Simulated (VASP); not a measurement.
Wanted: the native input for a VASP 6.6.1 run.

```
Task                   : single point
Functional             : r2SCAN
Potentials or basis    : VASP PAW PBE potentials, release 64 (Ca_sv, O)
Cutoff                 : 520 eV
k mesh                 : 8 × 8 × 8
Occupations            : gaussian, width 0.05 eV
Spin                   : no spin polarisation
Dipole correction      : no
Further INCAR settings : ALGO = Normal; EDIFF = 1e-06; NBANDS = 15
```

CaO:

```xyz
2
Lattice="0.0000 2.6449 2.3510 2.6449 0.0000 2.3510 2.6449 2.6449 0.0000" Properties=species:S:1:pos:R:3 pbc="T T T"
Ca    0.0000    0.0000    0.0000
O     2.6449    2.6449    2.3510
```

This cell differs from its parent crystal: strain +0.080 along x and y, -0.040 along z.

The input as run:

POSCAR

```
CaO
1.0
    0.0000000000      2.6449200000      2.3510400000
    2.6449200000      0.0000000000      2.3510400000
    2.6449200000      2.6449200000      0.0000000000
Ca O
1 1
Direct
    0.0000000000      0.0000000000      0.0000000000
    0.5000000000      0.5000000000      0.5000000000
```

INCAR.step1

```
SYSTEM = CaO
ALGO = Normal
EDIFF = 1E-4
ENCUT = 520
GGA = PE
ISMEAR = 0
LASPH = .TRUE.
LCHARG = .FALSE.
LREAL = .FALSE.
LWAVE = .TRUE.
NBANDS = 15
NELM = 80
PREC = Accurate
SIGMA = 0.05
```

INCAR.step2

```
SYSTEM = CaO
ALGO = Normal
EDIFF = 1E-6
ENCUT = 520
ISIF = 2
ISMEAR = 0
ISTART = 1
LASPH = .TRUE.
LCHARG = .FALSE.
LMIXTAU = .TRUE.
LREAL = .FALSE.
LWAVE = .FALSE.
METAGGA = R2SCAN
NBANDS = 15
NELM = 80
PREC = Accurate
SIGMA = 0.05
```

KPOINTS

```
k-points
0
G
  8 8 8
  0 0 0
```

Potentials or basis: VASP PAW PBE potentials, release 64 (Ca_sv, O).

Launch:

```console
$ cat potpaw_PBE.64/Ca_sv/POTCAR potpaw_PBE.64/O/POTCAR > POTCAR
$ cp INCAR.step1 INCAR
$ mpirun -np 1 vasp_std > vasp.out
$ cp INCAR.step2 INCAR
$ mpirun -np 1 vasp_std > vasp.out
```

It gave:

```json
{
  "Pressure": "-11.2 GPa",
  "Band gap on the k mesh": "3.79 eV, direct"
}
```

Caveat: the cell differs from its parent crystal (strain +0.080 along x and y, -0.040 along z); the PAW data sets were made with another functional, which shifts forces and pressure a little.

Wall time 50 s on 1 thread of Intel(R) Xeon(R) 6975P-C (Granite Rapids), on a shared host, peak memory 0.18 GiB.
